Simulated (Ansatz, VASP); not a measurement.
## One calculation of MgO, two programs

File INCAR:

```
ALGO = Normal ; EDIFF = 1E-6
ENCUT = 520 ; GGA = PS
ISIF = 2 ; ISMEAR = -1
LASPH = T ; LCHARG = F
LREAL = F ; LWAVE = F
NBANDS = 11 ; NELM = 60
PREC = Accurate ; SIGMA = 0.05
```

File KPOINTS:

```
k-points
0
Gamma
  16 16 16
```

The input POSCAR:

```
MgO
1.0
    0.0000000000      2.2406844766      2.2406844766
    2.2406844766      0.0000000000      2.2406844766
    2.2406844766      2.2406844766      0.0000000000
Mg O
1 1
Direct
    0.0000000000      0.0000000000      0.0000000000
    0.2500000000      0.2500000000      0.2500000000
```

Input for Ansatz:

```yaml
crystal:
  lattice:
    - [0.0, 2.2406844766, 2.2406844766]
    - [2.2406844766, 0.0, 2.2406844766]
    - [2.2406844766, 2.2406844766, 0.0]
  atoms:
    - { symbol: Mg, position: [0.0, 0.0, 0.0] }
    - { symbol: O, position: [0.25, 0.25, 0.25] }
kpoints:
  mp_grid: { grid: [16, 16, 16] }
scf:
  occupations: { method: fermi_dirac, width: 0.05 }
hamiltonian:
  xc: pbesol
  pseudopotentials: { kind: all_electron, lapw: { basis_error: 0.001 } }
output:
  forces: true
  stress: true
  eigenvalues: true
  populations: true
```

Change from the starting cell: volume scaled by 0.94, LAPW.

Alike in both runs: task single point; functional PBEsol; k mesh 16 × 16 × 16; occupations fermi-dirac, width 0.05 eV; no spin polarisation.

|  | VASP | Ansatz |
| --- | --- | --- |
| version | VASP 6.6.1 | Ansatz 0.2.0 |
| potentials or method | VASP PAW PBE potentials, release 64 (Mg, O), cutoff 520 eV | all-electron LAPW, scalar-relativistic |

```csv
,VASP,Ansatz,Ansatz less VASP
gap on the k mesh at the Fermi level (eV),3.84,3.85,+0.002
pressure (GPa),8.3,8.3,+0.03
```

VASP's potentials were made for PBE, not for PBEsol. Ansatz ran all-electron here, and VASP with PAW potentials.
